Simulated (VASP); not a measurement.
Crystal: NbRu3C.

```
CELL_PARAMETERS angstrom
4.06514 0.00000 0.00000
0.00000 4.06514 0.00000
0.00000 0.00000 4.06514
ATOMIC_POSITIONS crystal
Ru 0.50000 0.50000 0.00000
Ru 0.50000 0.00000 0.50000
Ru 0.00000 0.50000 0.50000
Nb 0.00000 0.00000 0.00000
C 0.50000 0.50000 0.50000
```

Base run:

```yaml
Program: VASP 6.6.1
Functional: PBE
Potentials_or_basis: VASP PAW PBE potentials, release 64 (Ru_pv, Nb_sv, C)
Cutoff: 520 eV
k_mesh: 7 × 7 × 7
Occupations: fermi-dirac, width 0.05 eV
Spin: no spin polarisation
```

Its results: pressure -3.5 GPa.

The run is repeated on the same cell with these changes: functional from PBE to PBEsol. What comes out?

Pressure -11.9 GPa.

PBEsol binds more tightly than PBE, so the same cell stands under less pressure.

Caveats: the PAW data sets were made with another functional, which shifts forces and pressure a little (some runs).
